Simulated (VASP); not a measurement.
Input of a VASP 6.6.1 run:

The input INCAR:

```
SYSTEM = YF5
ALGO     = Normal         ! electronic algorithm
EDIFF    = 1E-6           ! SCF threshold, eV
ENCUT    = 520            ! plane-wave cutoff, eV
GGA      = PE             ! functional
ISIF     = 2              ! what is computed and relaxed
ISMEAR   = 0              ! smearing method
ISPIN    = 2              ! spin polarisation
LASPH    = .True.         ! aspherical terms in the spheres
LCHARG   = .False.        ! write CHGCAR
LMAXMIX  = 4              ! l up to which the mixer works
LORBIT   = 11             ! projections on sites
LREAL    = .False.        ! projectors in reciprocal space
LWAVE    = .False.        ! write WAVECAR
MAGMOM   = 0 0.51 0.51 0.51 0.51 0 ! initial moments
NBANDS   = 36             ! bands
NELM     = 150            ! most SCF steps
PREC     = Accurate       ! precision mode
SIGMA    = 0.01           ! smearing width, eV
```

KPOINTS

```
k-points
0
Gamma
  12 12 8
  0 0 0
```

The input POSCAR:

```
YF5
1.0
    4.2855434981      0.0000000000      0.0000000000
   -2.1427717490      3.7113895384      0.0000000000
    0.0000000000      0.0000000000      4.4515928399
Y F
1 5
Direct
    0.0000000000      0.0000000000      0.5000000000
    0.6666666667      0.3333333333      0.7123025999
    0.6666666667      0.3333333333      0.2876974001
    0.3333333333      0.6666666667      0.2876974001
    0.3333333333      0.6666666667      0.7123025999
    0.0000000000      0.0000000000      0.0000000000
```

Potentials or basis: VASP PAW PBE potentials, release 64 (Y_sv, F).

Command:

```console
$ cat potpaw_PBE.64/Y_sv/POTCAR potpaw_PBE.64/F/POTCAR > POTCAR
$ mpirun -np 1 vasp_std > vasp.out
```

Question: What does it give for the band gap on the k mesh?

Answer: 0.11 eV.

Question: Estimate the pressure.

Answer: -0.3 GPa.

Stress tensor (GPa, compression positive):
```
-0.34  0.00  0.00
 0.00 -0.34  0.00
 0.00  0.00 -0.16
```

A k mesh can miss the band edges.
